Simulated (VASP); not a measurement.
## C: relaxation of the atoms with PBEsol

The system is C.

```
CELL_PARAMETERS angstrom
2.49828 0.00000 0.00000
-1.24914 2.16358 0.00000
0.00000 0.00000 4.22300
ATOMIC_POSITIONS crystal
C 0.33333 0.66667 0.99974
C 0.66667 0.33333 0.49974
C 0.33333 0.66667 0.37426
C 0.66667 0.33333 0.87426
```

This cell differs from its parent crystal: strained cell.

| Quantity | Value |
| --- | --- |
| Program | VASP 6.6.1 |
| Task | relaxation of the atoms |
| Functional | PBEsol |
| Potentials or basis | VASP PAW PBE potentials, release 64 (C) |
| Cutoff | 520 eV |
| k mesh | 9 × 9 × 6 |
| Occupations | gaussian, width 0.02 eV |
| Spin | no spin polarisation |
| Dipole correction | no |
| Further INCAR settings | ALGO = Normal; EDIFF = 1e-07; IBRION = 2; EDIFFG = -0.002; NSW = 60 |

The energy gained by relaxing is 0.0 meV/atom and the ionic steps are 3. The pressure after relaxing is -5.2 GPa and the band gap on the k mesh is 3.08 eV, indirect (least direct gap 4.85 eV).

Stress tensor (GPa, compression positive):
```
  1.13   0.00   0.00
  0.00   1.13   0.00
  0.00   0.00 -18.00
```

Final structure:
```yaml
crystal:
  lattice:
    - [2.49828, 0.00000, 0.00000]
    - [-1.24914, 2.16358, 0.00000]
    - [0.00000, 0.00000, 4.22300]
  atoms:
    - { symbol: C, position: [0.33333, 0.66667, 0.99978] }
    - { symbol: C, position: [0.66667, 0.33333, 0.49978] }
    - { symbol: C, position: [0.33333, 0.66667, 0.37422] }
    - { symbol: C, position: [0.66667, 0.33333, 0.87422] }
```

Levels at points of the mesh, in eV from the valence-band top:
| k point | band 5 | band 6 | band 7 | band 8 | band 9 | band 10 | band 11 | band 12 |
| --- | --- | --- | --- | --- | --- | --- | --- | --- |
| (0.00, 0.00, 0.00) | -2.92 | -0.49 | 0.00 | 0.00 | 4.85 | 5.09 | 5.09 | 8.44 |
| (0.00, 0.00, 0.50) | -1.74 | -1.74 | -1.74 | -1.74 | 7.27 | 7.27 | 7.27 | 7.27 |

It took 23 s on 1 thread of Intel(R) Xeon(R) Platinum 8259CL CPU @ 2.50GHz (Skylake/Cascade Lake) (shared host), peak memory 0.13 GiB.

Caveat: the cell differs from its parent crystal (strained cell); the PAW data sets were made with another functional, which shifts forces and pressure a little. A k mesh can miss the band edges.
